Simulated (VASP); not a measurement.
Runs of VASP 6.6.1 on Al3GaN4. The structure is that of space group P-43m (No. 215), or close to it. The cells are those of the table. 

| task | cell | smearing | gap on the mesh (eV) | pressure (GPa) | largest force (eV/Å) |
| --- | --- | --- | --- | --- | --- |
| single point | a = 4.399 Å, 8 atoms | gaussian 0.01 eV | 3.35 | -3.3 | 0.02 |
| single point | a = 4.370 Å, 8 atoms | gaussian 0.02 eV | 3.36 | 0.7 | 0.02 |
| relaxation of the atoms | atoms relaxed from a = 4.341 Å, 8 atoms | gaussian 0.01 eV | (a) | 5.2 | - |
| relaxation of the atoms | atoms relaxed from a = 4.399 Å, 8 atoms | gaussian 0.01 eV | 3.35 | -3.3 | - |
| single point | a = 4.370 Å, 8 atoms | gaussian 0.01 eV | 3.36 | 0.8 | 0.02 |
| single point | a = 4.341 Å, 8 atoms | gaussian 0.01 eV | 3.37 | 5.2 | 0.02 |

Alike in all rows: level LDA; potentials or basis VASP PAW LDA potentials, release 64 (Al, Ga_d, N); no spin polarisation; k mesh 6 × 6 × 6; cutoff (eV) 520.

Task: Fill in the values left out.

Result: (a) 3.38.

Caveats: the cell stands under tension (at least some runs); the cell stands under pressure (at least some runs).

A k mesh can miss the band edges, and the runs leave out spin-orbit coupling on Ga.
